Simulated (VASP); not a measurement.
# SrTiO3 (P4/mmm) in VASP: single point with LDA

Aim: the single point of SrTiO3 with LDA.

Everything below comes from runs of VASP 6.6.1. Logs are shortened: lines on timing, memory, paths and dates and some standing lists are left out, and cuts for length are marked.

### 1 The cell of the first run

It takes space group P4/mmm (No. 123, tetragonal). The conventional cell has a = 3.962 Å, b = 3.962 Å, c = 3.797 Å, α = 90.00°, β = 90.00°, γ = 90.00°. Within 3.6 Å of Sr (site symmetry 4/mmm) lie 12 O at 2.74 to 2.80 Å and 8 Ti at 3.38 Å. Within 2.5 Å of Ti (site symmetry 4/mmm) lie 6 O at 1.90 to 1.98 Å. Within 2.6 Å of O (site symmetry mmm) lie 2 Ti at 1.98 Å. Within 2.5 Å of O (site symmetry 4/mmm) lie 2 Ti at 1.90 Å.

### 2 Single point, LDA

Contents of INCAR:

```
SYSTEM = SrTiO3
PREC = Accurate ; ENCUT = 1340
EDIFF = 1E-6 ; ISMEAR = 0
SIGMA = 0.02 ; LREAL = .FALSE.
LASPH = .TRUE. ; NELM = 120
ALGO = Normal ; ISIF = 2
LWAVE = .FALSE. ; LCHARG = .FALSE.
GGA = CA ; NBANDS = 28
GGA_COMPAT = .FALSE.
```

Contents of KPOINTS:

```
Automatic mesh
0
G
  9 9 9
  0 0 0
```

Contents of POSCAR:

```
SrTiO3
1.0
    3.9621891213      0.0000000000      0.0000000000
    0.0000000000      3.9621891213      0.0000000000
    0.0000000000      0.0000000000      3.7967307020
Sr Ti O
1 1 3
Direct
    0.0000000000      0.0000000000      0.0000000000
    0.5000000000      0.5000000000      0.5000000000
    0.0000000000      0.5000000000      0.5000000000
    0.5000000000      0.0000000000      0.5000000000
    0.5000000000      0.5000000000      0.0000000000
```

Potentials or basis: VASP PAW LDA potentials, release 64 (Sr_sv, Ti_sv, O_h).

Run with:

```bash
$ cat potpaw_LDA.64/Sr_sv/POTCAR potpaw_LDA.64/Ti_sv/POTCAR potpaw_LDA.64/O_h/POTCAR > POTCAR
$ mpirun -np 1 vasp_std > vasp.out
```

OUTCAR:

```text
SYSTEM = SrTiO3
   PREC = Accurate
   ENCUT = 1340
   EDIFF = 1E-6
   ISMEAR = 0
   LREAL = .FALSE.
   LASPH = .TRUE.
   NELM = 120
   ISIF = 2
   GGA = CA

 ion  position               nearest neighbor table
   1  0.000  0.000  0.000-   3 2.74   4 2.74   3 2.74   4 2.74   3 2.74   3 2.74   4 2.74   4 2.74
                             5 2.80   5 2.80   5 2.80   5 2.80   2 3.38   2 3.38   2 3.38   2 3.38
   2  0.500  0.500  0.500-   5 1.90   5 1.90   3 1.98   4 1.98   4 1.98   3 1.98   1 3.38   1 3.38
                             1 3.38   1 3.38   1 3.38   1 3.38   1 3.38   1 3.38
   3  0.000  0.500  0.500-   2 1.98   2 1.98   1 2.74   1 2.74   1 2.74   1 2.74
   4  0.500  0.000  0.500-   2 1.98   2 1.98   1 2.74   1 2.74   1 2.74   1 2.74
   5  0.500  0.500  0.000-   2 1.90   2 1.90   1 2.80   1 2.80   1 2.80   1 2.80

  LATTYP: Found a simple tetragonal cell.
 ALAT       =     3.9621891213
 C/A-ratio  =     0.9582406558

  Lattice vectors:

 A1 = (   3.9621891213,   0.0000000000,   0.0000000000)
 A2 = (   0.0000000000,   3.9621891213,   0.0000000000)
 A3 = (   0.0000000000,   0.0000000000,   3.7967307020)

Analysis of symmetry for initial positions (statically):
=====================================================================
 Subroutine PRICEL returns:
 Original cell was already a primitive cell.

 Routine SETGRP: Setting up the symmetry group for a
 simple tetragonal supercell.

 Subroutine GETGRP returns: Found 16 space group operations
 (whereof 16 operations were pure point group operations)
 out of a pool of 16 trial point group operations.

The static configuration has the point symmetry D_4h.

Analysis of symmetry for dynamics (positions and initial velocities):
=====================================================================
 Subroutine PRICEL returns:
 Original cell was already a primitive cell.

 Routine SETGRP: Setting up the symmetry group for a
 simple tetragonal supercell.

 Subroutine GETGRP returns: Found 16 space group operations
 (whereof 16 operations were pure point group operations)
 out of a pool of 16 trial point group operations.

The dynamic configuration has the point symmetry D_4h.

 Subroutine INISYM returns: Found 16 space group operations
 (whereof 16 operations are pure point group operations),
 and found     1 'primitive' translations

----------------------------------------------------------------------------------------

                                     Primitive cell

  volume of cell :      59.6047

  direct lattice vectors                    reciprocal lattice vectors
     3.962189121  0.000000000  0.000000000     0.252385732  0.000000000  0.000000000
     0.000000000  3.962189121  0.000000000     0.000000000  0.252385732  0.000000000
     0.000000000  0.000000000  3.796730702     0.000000000  0.000000000  0.263384495

  length of vectors
     3.962189121  3.962189121  3.796730702     0.252385732  0.252385732  0.263384495

  position of ions in fractional coordinates (direct lattice)
     0.000000000  0.000000000  0.000000000
     0.500000000  0.500000000  0.500000000
     0.000000000  0.500000000  0.500000000
     0.500000000  0.000000000  0.500000000
     0.500000000  0.500000000  0.000000000

  ion indices of the primitive-cell ions
   primitive index   ion index
                 1           1
                 2           2
                 3           3
                 4           4
                 5           5

----------------------------------------------------------------------------------------

 KPOINTS: Automatic mesh

Automatic generation of k-mesh.
 Grid dimensions read from file:
 generate k-points for:    9    9    9

 Generating k-lattice:

  Cartesian coordinates                     Fractional coordinates (reciprocal lattice)
     0.028042859  0.000000000  0.000000000     0.111111111  0.000000000  0.000000000
     0.000000000  0.028042859  0.000000000     0.000000000  0.111111111  0.000000000
     0.000000000  0.000000000  0.029264944     0.000000000  0.000000000  0.111111111

  Length of vectors
     0.028042859  0.028042859  0.029264944

  Shift w.r.t. Gamma in fractional coordinates (k-lattice)
     0.000000000  0.000000000  0.000000000

 Subroutine IBZKPT returns following result:
 ===========================================

 Found     75 irreducible k-points:

 Following reciprocal coordinates:
            Coordinates               Weight
  0.000000  0.000000  0.000000      1.000000
  0.111111  0.000000  0.000000      4.000000
  0.222222  0.000000  0.000000      4.000000
  0.333333  0.000000  0.000000      4.000000
  0.444444  0.000000  0.000000      4.000000
  0.111111  0.111111  0.000000      4.000000
[... 16 lines left out ...]
  0.333333  0.111111  0.111111     16.000000
  0.444444  0.111111  0.111111     16.000000
 [... further k-points ...]
   k-points           NKPTS =     75   k-points in BZ     NKDIM =     75   number of bands    NBANDS=     28
   number of dos      NEDOS =    301   number of ions     NIONS =      5
   total plane-waves  NPLWV = 110592
   dimension x,y,z NGX =    48 NGY =   48 NGZ =   48
   dimension x,y,z NGXF=    96 NGYF=   96 NGZF=   96
   ions per type =               1   1   3
   NGX,Y,Z   is equivalent  to a cutoff of  20.14, 20.14, 21.02 a.u.
   NGXF,Y,Z  is equivalent  to a cutoff of  40.28, 40.28, 42.04 a.u.
 SYSTEM =  SrTiO3
   PREC   = accura    normal or accurate (medium, high low for compatibility)
   ISTART =      0    job   : 0-new  1-cont  2-samecut
   ICHARG =      2    charge: 1-file 2-atom 10-const
   ISPIN  =      1    spin polarized calculation?
   LNONCOLLINEAR =      F non collinear calculations
   LSORBIT =      F    spin-orbit coupling
   LASPH  =      T    aspherical Exc in radial PAW
   ENCUT  = 1340.0 eV  98.49 Ry    9.92 a.u.  11.83 11.83 11.33*2*pi/ulx,y,z
   NELM   =    120;   NELMIN=  2; NELMDL= -5     # of ELM steps
   EDIFF  = 0.1E-05   stopping-criterion for ELM
   LREAL  =      F    real-space projection
   EDIFFG = 0.1E-04   stopping-criterion for IOM
   NSW    =      0    number of steps for IOM
   IBRION =     -1    ionic relax: 0-MD 1-quasi-New 2-CG
   NFREE  =      0    steps in history (QN), initial steepest desc. (CG)
   ISIF   =      2    stress and relaxation
   ISYM   =      2    0-nonsym 1-usesym 2-fastsym
   POTIM  = 0.5000    time-step for ionic-motion
   TEBEG  =    0.0;   TEEND  =   0.0 temperature during run
   PSTRESS=    0.0 pullay stress
   NELECT =      40.0000    total number of electrons
   NUPDOWN=      -1.0000    fix difference up-down
   EMIN   =  10.00;   EMAX   =-10.00  energy-range for DOS
   EFERMI =   0.00;   METHOD = LEGACY
   ISMEAR =     0;   SIGMA  =   0.02  broadening in eV -4-tet -1-fermi 0-gaus
   EFERMI_NEDOS =   21; number of points for ismear=-14 and -15
   IALGO  =     38    algorithm
   IMIX   =      4    mixing-type and parameters
     AMIX     =   0.40;   BMIX     =  1.00
     AMIX_MAG =   1.60;   BMIX_MAG =  1.00
  volume/ion in A,a.u.               =      11.92        80.45
  Fermi-wavevector in a.u.,A,eV,Ry     =   1.433292  2.708530 27.950813  2.054327
  Thomas-Fermi vector in A             =   2.552826
   LORBIT       =      0    0 simple, 1 ext, 2 COOP (PROOUT), +10 PAW based schemes
   GGA     = CA    functional components
   LHFCALC =     F    Hartree Fock is set to
   AEXX    =    0.0000 exact exchange contribution
   IVDW    =     0    specifies the selected vdW correction
   LEPSILON=     F    determine dielectric tensor
   LRPA    =     F    only Hartree local field effects (RPA)
 non-spin polarized calculation
 Gauss-broadening in eV      SIGMA  =   0.02
  energy-cutoff  :     1340.00
  volume of cell :       59.60
 maximum number of plane-waves:      6662
 NGX is ok and might be reduce to    48
   NGX = 23   NGY = 23   NGZ = 23

 number of electron      40.0000000 magnetization

 Free energy of the ion-electron system (eV)
  ---------------------------------------------------
  ext. energy  EPLUGINS =         0.00000000
  ---------------------------------------------------
  free energy    TOTEN  =       -44.11066297 eV

  energy without entropy =      -44.11066297  energy(sigma->0) =      -44.11066297

 E-fermi :   4.3085     XC(G=0): -11.7954

 val. band max:        4.2213551237   @ k =   0.4444   0.4444   0.4444
 cond. band min:       5.9610194397   @ k =   0.0000   0.0000   0.0000
 fundamental gap:      1.7396643159
 Fermi energy:         4.3085394322

 k-point     1 :       0.0000    0.0000    0.0000
  band No.  band energies     occupation
      1     -51.4657      2.00000
      2     -28.2347      2.00000
      3     -28.1532      2.00000
      4     -28.1029      2.00000
      5     -28.1029      2.00000
      6     -12.9029      2.00000
[... 20 lines left out ...]
     27       9.6757      0.00000
     28      10.2878      0.00000

 k-point     2 :       0.1111    0.0000    0.0000
  band No.  band energies     occupation
      1     -51.4655      2.00000
      2     -28.2447      2.00000
      3     -28.1529      2.00000
      4     -28.1026      2.00000
      5     -28.0974      2.00000
      6     -12.9220      2.00000
[... 20 lines left out ...]
     27       9.8723      0.00000
     28      10.5591      0.00000

 k-point     3 :       0.2222    0.0000    0.0000
  band No.  band energies     occupation
      1     -51.4651      2.00000
      2     -28.2681      2.00000
      3     -28.1521      2.00000
      4     -28.1018      2.00000
      5     -28.0854      2.00000
      6     -12.9948      2.00000
[... 20 lines left out ...]
     27      10.3871      0.00000
     28      11.3421      0.00000

 k-point     4 :       0.3333    0.0000    0.0000
  band No.  band energies     occupation
      1     -51.4647      2.00000
      2     -28.2926      2.00000
      3     -28.1513      2.00000
      4     -28.1009      2.00000
      5     -28.0736      2.00000
      6     -13.1022      2.00000
[... 20 lines left out ...]
     27      11.0099      0.00000
     28      12.3516      0.00000

 k-point     5 :       0.4444    0.0000    0.0000
  band No.  band energies     occupation
      1     -51.4644      2.00000
      2     -28.3079      2.00000
      3     -28.1507      2.00000
      4     -28.1003      2.00000
      5     -28.0666      2.00000
      6     -13.1782      2.00000
[... 20 lines left out ...]
     27      11.4442      0.00000
     28      12.2711      0.00000

 k-point     6 :       0.1111    0.1111    0.0000
  band No.  band energies     occupation
      1     -51.4654      2.00000
      2     -28.2508      2.00000
      3     -28.1526      2.00000
      4     -28.1098      2.00000
      5     -28.0884      2.00000
      6     -12.9280      2.00000
[... 463 lines left out ...]
      5     -28.0874      2.00000
      6     -12.8827      2.00000
[... 20 lines left out ...]
     27      10.2834      0.00000
     28      11.0016      0.00000

 k-point    22 :       0.2222    0.1111    0.1111
  band No.  band energies     occupation
      1     -51.4647      2.00000
      2     -28.2668      2.00000
      3     -28.1601      2.00000
      4     -28.1125      2.00000
      5     -28.0799      2.00000
      6     -12.9077      2.00000
[... 20 lines left out ...]
     27      10.7579      0.00000
     28      11.5077      0.00000

 k-point    23 :       0.3333    0.1111    0.1111
  band No.  band energies     occupation
      1     -51.4643      2.00000
      2     -28.2809      2.00000
      3     -28.1626      2.00000
      4     -28.1105      2.00000
      5     -28.0769      2.00000
      6     -12.9748      2.00000
[... 20 lines left out ...]
     27      11.3458      0.00000
     28      12.2852      0.00000

 k-point    24 :       0.4444    0.1111    0.1111
  band No.  band energies     occupation
      1     -51.4640      2.00000
      2     -28.2915      2.00000
      3     -28.1626      2.00000
      4     -28.1075      2.00000
      5     -28.0768      2.00000
      6     -13.0322      2.00000
[... 20 lines left out ...]
     27      11.7450      0.00000
     28      12.6483      0.00000

 [... further k-points ...]

------------------------ aborting loop because EDIFF is reached ----------------------------------------

  FORCE on cell =-STRESS in cart. coord.  units (eV):
  Direction    XX          YY          ZZ          XY          YZ          ZX
  --------------------------------------------------------------------------------------
  -------------------------------------------------------------------------------------
  Total       -3.6005653     -3.6005653      0.3527142      0.0000000      0.0000000      0.0000000
  in kB      -96.7834456    -96.7834456      9.4809823      0.0000000      0.0000000      0.0000000
  external PRESSURE =     -61.3619697 kB  Pullay stress =       0.0000000 kB

 VOLUME and BASIS-vectors are now :
 -----------------------------------------------------------------------------
  energy-cutoff  :     1340.00
  volume of cell :       59.60
      direct lattice vectors                 reciprocal lattice vectors
     3.962189121  0.000000000  0.000000000     0.252385732  0.000000000  0.000000000
     0.000000000  3.962189121  0.000000000     0.000000000  0.252385732  0.000000000
     0.000000000  0.000000000  3.796730702     0.000000000  0.000000000  0.263384495

 POSITION                                       TOTAL-FORCE (eV/Angst)
 -----------------------------------------------------------------------------------
      0.00000      0.00000      0.00000         0.000000      0.000000      0.000000
      1.98109      1.98109      1.89837         0.000000      0.000000      0.000000
      0.00000      1.98109      1.89837         0.000000      0.000000      0.000000
      1.98109      0.00000      1.89837         0.000000      0.000000      0.000000
      1.98109      1.98109      0.00000         0.000000      0.000000      0.000000
 -----------------------------------------------------------------------------------
    total drift:                                0.000000     -0.000000     -0.000000

  FREE ENERGIE OF THE ION-ELECTRON SYSTEM (eV)
  ---------------------------------------------------
  free  energy   TOTEN  =       -44.1106629737 eV

  energy  without entropy=      -44.1106629737  energy(sigma->0) =      -44.11066297
```

It took 4.5 min on 1 thread of Intel Xeon 6975P-C (Granite Rapids), shared host; peak memory 0.65 GiB.

What came out:

```
Free energy            : -44.1107 eV
Pressure               : -6.1 GPa
Band gap on the k mesh : 1.74 eV (least direct gap 2.03 eV)
```

Caveat: the stress differs along the axes, from -10 to 1 GPa. A k mesh can miss the band edges.
